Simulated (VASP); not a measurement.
# BaS (P1) in VASP: single point with PBE

Aim: the single point of BaS with PBE.

Everything below comes from runs of VASP 6.6.1. Logs are shortened: lines on timing, memory, paths and dates and some standing lists are left out, and cuts for length are marked.

## (1) The cell of the first run

The typed cell holds 4 atoms: a = 9.091 Å, b = 4.546 Å, c = 4.546 Å, α = 60.00°, β = 59.99°, γ = 60.00°.

## (2) Single point, PBE

INCAR

```
PREC = Accurate
ENCUT = 520
EDIFF = 1E-6
ISMEAR = 0
SIGMA = 0.05
LREAL = False
LASPH = True
NELM = 60
ALGO = Normal
ISIF = 2
LWAVE = False
LCHARG = False
GGA = PE
NBANDS = 24
```

KPOINTS

```
regular mesh
0
Gamma
  7 7 7
```

POSCAR

```
BaS
1.0
    0.0009099915      6.4281832984      6.4279256356
    3.2143237942      0.0000348497      3.2143829639
    3.2144368036      3.2146248047     -0.0000781597
Ba S
2 2
Direct
    0.2436715966      0.5065610997      0.5008846247
    0.7437505214      0.5064211061      0.5007722073
   -0.0062785227      0.0064250593      0.0010491293
    0.4937266230      0.0061852194      0.0010285684
```

Potentials or basis: VASP PAW PBE potentials, release 64 (Ba_sv, S).

Command:

```bash
cat potpaw_PBE.64/Ba_sv/POTCAR potpaw_PBE.64/S/POTCAR > POTCAR
mpirun -np 1 vasp_std > vasp.out
```

OUTCAR:

```text
PREC = Accurate
   ENCUT = 520
   EDIFF = 1E-6
   ISMEAR = 0
   LREAL = False
   LASPH = True
   NELM = 60
   ISIF = 2
   GGA = PE

 ion  position               nearest neighbor table
   1  0.244  0.507  0.501-   4 3.21   3 3.21   3 3.21   3 3.21   4 3.21   4 3.22   2 4.54   2 4.54
                             2 4.55   2 4.55   2 4.55   2 4.55
   2  0.744  0.506  0.501-   3 3.21   4 3.21   3 3.21   4 3.21   3 3.22   4 3.22   1 4.54   1 4.54
                             1 4.55   1 4.55   1 4.55   1 4.55
   3  0.994  0.006  0.001-   2 3.21   1 3.21   2 3.21   1 3.21   1 3.21   2 3.22
   4  0.494  0.006  0.001-   1 3.21   2 3.21   2 3.21   1 3.21   2 3.22   1 3.22

  LATTYP: Found a base centered monoclinic cell.
 ALAT       =    29.8032060410
 B/A-ratio  =     0.1525347847
 C/A-ratio  =     0.2641389919
 COS(beta)  =    -0.9684838407

  Lattice vectors:

 A1 = (   9.6413774184,  -6.4270821377,  -9.6416246267)
 A2 = (   9.6412644090,  -9.6416720927,  -6.4271635031)
 A3 = (  -6.4278506063,   3.2135236440,   3.2136208314)

Analysis of symmetry for initial positions (statically):
=====================================================================
 Subroutine PRICEL returns:
 Original cell was already a primitive cell.

 Routine SETGRP: Setting up the symmetry group for a
 base centered monoclinic supercell.

 Subroutine GETGRP returns: Found  1 space group operations
 (whereof  1 operations were pure point group operations)
 out of a pool of  4 trial point group operations.

The static configuration has the point symmetry C_1 .

Analysis of symmetry for dynamics (positions and initial velocities):
=====================================================================
 Subroutine PRICEL returns:
 Original cell was already a primitive cell.

 Routine SETGRP: Setting up the symmetry group for a
 base centered monoclinic supercell.

 Subroutine GETGRP returns: Found  1 space group operations
 (whereof  1 operations were pure point group operations)
 out of a pool of  4 trial point group operations.

The dynamic configuration has the point symmetry C_1 .

 Subroutine INISYM returns: Found  1 space group operations
 (whereof  1 operations are pure point group operations),
 and found     1 'primitive' translations

----------------------------------------------------------------------------------------

                                     Primitive cell

  volume of cell :     132.8290

  direct lattice vectors                    reciprocal lattice vectors
     0.000909992  6.428183298  6.427925636    -0.077792006  0.077789348  0.077789731
     3.214323794  0.000034850  3.214382964     0.155567458 -0.155554578  0.155538790
     3.214436804  3.214624805 -0.000078160     0.155556521  0.155527088 -0.155555344

  length of vectors
     9.090641854  4.545782143  4.546033063     0.134736858  0.269426755  0.269414126

  position of ions in fractional coordinates (direct lattice)
     0.243671597  0.506561100  0.500884625
     0.743750521  0.506421106  0.500772207
     0.993721477  0.006425059  0.001049129
     0.493726623  0.006185219  0.001028568

  ion indices of the primitive-cell ions
   primitive index   ion index
                 1           1
                 2           2
                 3           3
                 4           4

----------------------------------------------------------------------------------------

 KPOINTS: regular mesh

Automatic generation of k-mesh.
 Grid dimensions read from file:
 generate k-points for:    7    7    7

 Generating k-lattice:

  Cartesian coordinates                     Fractional coordinates (reciprocal lattice)
    -0.011113144  0.011112764  0.011112819     0.142857143 -0.000000000 -0.000000000
     0.022223923 -0.022222083  0.022219827     0.000000000  0.142857143  0.000000000
     0.022222360  0.022218155 -0.022222192     0.000000000  0.000000000  0.142857143

  Length of vectors
     0.019248123  0.038489536  0.038487732

  Shift w.r.t. Gamma in fractional coordinates (k-lattice)
     0.000000000  0.000000000  0.000000000

 Subroutine IBZKPT returns following result:
 ===========================================

 Found    172 irreducible k-points:

 Following reciprocal coordinates:
            Coordinates               Weight
  0.000000  0.000000  0.000000      1.000000
  0.142857  0.000000 -0.000000      2.000000
  0.285714 -0.000000  0.000000      2.000000
  0.428571 -0.000000 -0.000000      2.000000
  0.000000  0.142857 -0.000000      2.000000
  0.285714  0.142857  0.142857      2.000000
[... 16 lines left out ...]
  0.285714  0.285714  0.000000      2.000000
  0.285714  0.285714  0.285714      2.000000
 [... further k-points ...]
   k-points           NKPTS =    172   k-points in BZ     NKDIM =    172   number of bands    NBANDS=     24
   number of dos      NEDOS =    301   number of ions     NIONS =      4
   total plane-waves  NPLWV =  90720
   dimension x,y,z NGX =    70 NGY =   36 NGZ =   36
   dimension x,y,z NGXF=   140 NGYF=   72 NGZF=   72
   ions per type =               2   2
   NGX,Y,Z   is equivalent  to a cutoff of  12.80, 13.17, 13.17 a.u.
   NGXF,Y,Z  is equivalent  to a cutoff of  25.60, 26.33, 26.33 a.u.
 SYSTEM =  unknown system
   PREC   = accura    normal or accurate (medium, high low for compatibility)
   ISTART =      0    job   : 0-new  1-cont  2-samecut
   ICHARG =      2    charge: 1-file 2-atom 10-const
   ISPIN  =      1    spin polarized calculation?
   LNONCOLLINEAR =      F non collinear calculations
   LSORBIT =      F    spin-orbit coupling
   LASPH  =      T    aspherical Exc in radial PAW
   ENCUT  =  520.0 eV  38.22 Ry    6.18 a.u.  16.90  8.45  8.45*2*pi/ulx,y,z
   NELM   =     60;   NELMIN=  2; NELMDL= -5     # of ELM steps
   EDIFF  = 0.1E-05   stopping-criterion for ELM
   LREAL  =      F    real-space projection
   EDIFFG = 0.1E-04   stopping-criterion for IOM
   NSW    =      0    number of steps for IOM
   IBRION =     -1    ionic relax: 0-MD 1-quasi-New 2-CG
   NFREE  =      0    steps in history (QN), initial steepest desc. (CG)
   ISIF   =      2    stress and relaxation
   ISYM   =      2    0-nonsym 1-usesym 2-fastsym
   POTIM  = 0.5000    time-step for ionic-motion
   TEBEG  =    0.0;   TEEND  =   0.0 temperature during run
   PSTRESS=    0.0 pullay stress
   NELECT =      32.0000    total number of electrons
   NUPDOWN=      -1.0000    fix difference up-down
   EMIN   =  10.00;   EMAX   =-10.00  energy-range for DOS
   EFERMI =   0.00;   METHOD = LEGACY
   ISMEAR =     0;   SIGMA  =   0.05  broadening in eV -4-tet -1-fermi 0-gaus
   EFERMI_NEDOS =   21; number of points for ismear=-14 and -15
   IALGO  =     38    algorithm
   IMIX   =      4    mixing-type and parameters
     AMIX     =   0.40;   BMIX     =  1.00
     AMIX_MAG =   1.60;   BMIX_MAG =  1.00
  volume/ion in A,a.u.               =      33.21       224.09
  Fermi-wavevector in a.u.,A,eV,Ry     =   1.018655  1.924979 14.118198  1.037658
  Thomas-Fermi vector in A             =   2.152125
   LORBIT       =      0    0 simple, 1 ext, 2 COOP (PROOUT), +10 PAW based schemes
   GGA     = PE    functional components
   LHFCALC =     F    Hartree Fock is set to
   AEXX    =    0.0000 exact exchange contribution
   IVDW    =     0    specifies the selected vdW correction
   LEPSILON=     F    determine dielectric tensor
   LRPA    =     F    only Hartree local field effects (RPA)
 non-spin polarized calculation
 Gauss-broadening in eV      SIGMA  =   0.05
  energy-cutoff  :      520.00
  volume of cell :      132.83
 maximum number of plane-waves:      3613
 NGX is ok and might be reduce to    70
   NGX = 33   NGY = 17   NGZ = 17

 number of electron      31.9999999 magnetization

 Free energy of the ion-electron system (eV)
  ---------------------------------------------------
  ext. energy  EPLUGINS =         0.00000000
  ---------------------------------------------------
  free energy    TOTEN  =       -20.38534260 eV

  energy without entropy =      -20.38534260  energy(sigma->0) =      -20.38534260

 E-fermi :   1.6181     XC(G=0):  -8.5466

 val. band max:        1.3556574129   @ k =   0.0000   0.0000   0.0000
 cond. band min:       3.5522917150   @ k =   0.0000   0.4286   0.4286
 fundamental gap:      2.1966343021
 Fermi energy:         1.6180659144

 k-point     1 :       0.0000    0.0000    0.0000
  band No.  band energies     occupation
      1     -24.7805      2.00000
      2     -24.7399      2.00000
      3     -10.8923      2.00000
      4      -9.8746      2.00000
      5      -9.8746      2.00000
      6      -9.8381      2.00000
[... 16 lines left out ...]
     23       6.8319      0.00000
     24       6.9872      0.00000

 k-point     2 :       0.1429    0.0000   -0.0000
  band No.  band energies     occupation
      1     -24.7785      2.00000
      2     -24.7419      2.00000
      3     -10.8588      2.00000
      4      -9.9443      2.00000
      5      -9.8729      2.00000
      6      -9.8728      2.00000
[... 16 lines left out ...]
     23       6.3911      0.00000
     24       7.3227      0.00000

 k-point     3 :       0.2857   -0.0000    0.0000
  band No.  band energies     occupation
      1     -24.7729      2.00000
      2     -24.7476      2.00000
      3     -10.7602      2.00000
      4     -10.1647      2.00000
      5      -9.8679      2.00000
      6      -9.8678      2.00000
[... 16 lines left out ...]
     23       6.6935      0.00000
     24       6.8601      0.00000

 k-point     4 :       0.4286   -0.0000   -0.0000
  band No.  band energies     occupation
      1     -24.7648      2.00000
      2     -24.7558      2.00000
      3     -10.6028      2.00000
      4     -10.3978      2.00000
      5      -9.8606      2.00000
      6      -9.8606      2.00000
[... 16 lines left out ...]
     23       6.3292      0.00000
     24       6.9467      0.00000

 k-point     5 :       0.0000    0.1429   -0.0000
  band No.  band energies     occupation
      1     -24.7729      2.00000
      2     -24.7377      2.00000
      3     -10.7879      2.00000
      4     -10.1647      2.00000
      5      -9.9388      2.00000
      6      -9.9020      2.00000
[... 16 lines left out ...]
     23       6.6933      0.00000
     24       7.0117      0.00000

 k-point     6 :       0.2857    0.1429    0.1429
  band No.  band energies     occupation
      1     -24.7729      2.00000
      2     -24.7377      2.00000
      3     -10.7879      2.00000
      4     -10.1647      2.00000
      5      -9.9387      2.00000
      6      -9.9020      2.00000
[... 16 lines left out ...]
     23       6.6933      0.00000
     24       7.0118      0.00000
[... 379 lines left out ...]
 k-point    21 :       0.1429    0.2857   -0.0000
  band No.  band energies     occupation
      1     -24.7575      2.00000
      2     -24.7309      2.00000
      3     -10.5519      2.00000
      4     -10.5342      2.00000
      5     -10.1152      2.00000
      6      -9.9466      2.00000
[... 16 lines left out ...]
     23       7.4559      0.00000
     24       7.9063      0.00000

 k-point    22 :       0.4286    0.2857    0.2857
  band No.  band energies     occupation
      1     -24.7575      2.00000
      2     -24.7309      2.00000
      3     -10.5519      2.00000
      4     -10.5343      2.00000
      5     -10.1152      2.00000
      6      -9.9466      2.00000
[... 16 lines left out ...]
     23       7.4557      0.00000
     24       7.9733      0.00000

 k-point    23 :       0.2857    0.2857    0.0000
  band No.  band energies     occupation
      1     -24.7566      2.00000
      2     -24.7318      2.00000
      3     -10.5941      2.00000
      4     -10.4630      2.00000
      5     -10.1271      2.00000
      6      -9.9239      2.00000
[... 16 lines left out ...]
     23       7.0141      0.00000
     24       7.4783      0.00000

 k-point    24 :       0.2857    0.2857    0.2857
  band No.  band energies     occupation
      1     -24.7566      2.00000
      2     -24.7318      2.00000
      3     -10.5941      2.00000
      4     -10.4630      2.00000
      5     -10.1271      2.00000
      6      -9.9240      2.00000
[... 16 lines left out ...]
     23       7.0140      0.00000
     24       7.4766      0.00000

 [... further k-points ...]
[... 5 lines left out ...]
  --------------------------------------------------------------------------------------
  -------------------------------------------------------------------------------------
  Total        0.4550364      0.4511613      0.4538029     -0.0027226      0.0024178     -0.0016085
  in kB        5.4886278      5.4418863      5.4737498     -0.0328394      0.0291629     -0.0194021
  external PRESSURE =       5.4680880 kB  Pullay stress =       0.0000000 kB

 VOLUME and BASIS-vectors are now :
 -----------------------------------------------------------------------------
  energy-cutoff  :      520.00
  volume of cell :      132.83
      direct lattice vectors                 reciprocal lattice vectors
     0.000909992  6.428183298  6.427925636    -0.077792006  0.077789348  0.077789731
     3.214323794  0.000034850  3.214382964     0.155567458 -0.155554578  0.155538790
     3.214436804  3.214624805 -0.000078160     0.155556521  0.155527088 -0.155555344

 POSITION                                       TOTAL-FORCE (eV/Angst)
 -----------------------------------------------------------------------------------
      3.23854      3.17654      3.19455        -0.001929      0.002647      0.000098
      3.23818      6.39078      6.40857         0.002233      0.000205     -0.002112
      0.02493      6.39120      6.40822        -0.001516     -0.001450     -0.000141
      0.02364      3.17707      3.19352         0.001213     -0.001402      0.002156
 -----------------------------------------------------------------------------------
    total drift:                               -0.000060      0.000090      0.000059

  FREE ENERGIE OF THE ION-ELECTRON SYSTEM (eV)
  ---------------------------------------------------
  free  energy   TOTEN  =       -20.3853425970 eV

  energy  without entropy=      -20.3853425970  energy(sigma->0) =      -20.38534260
```

Wall time 7.2 min (1 thread of Intel Xeon Platinum 8488C (Sapphire Rapids), shared host); peak memory 0.61 GiB.

Results:

```
Free energy            : -20.3853 eV
Pressure               : 0.5 GPa
Largest force          : 0.003 eV/Å
Band gap on the k mesh : 2.20 eV
```

Forces in eV/Å, atoms in the order of the input:
```
Ba  -0.002  0.003  0.000
Ba   0.002  0.000 -0.002
S   -0.002 -0.001  0.000
S    0.001 -0.001  0.002
```

Levels at points of the mesh, in eV from the valence-band top:
| k point | band 13 | band 14 | band 15 | band 16 | band 17 | band 18 | band 19 | band 20 |
| --- | --- | --- | --- | --- | --- | --- | --- | --- |
| (0.00, 0.00, 0.00) | -1.05 | 0.00 | 0.00 | 0.00 | 3.51 | 3.86 | 3.86 | 3.87 |

Caveat: spin-orbit coupling is left out, which moves the levels of the heavy elements. A k mesh can miss the band edges.
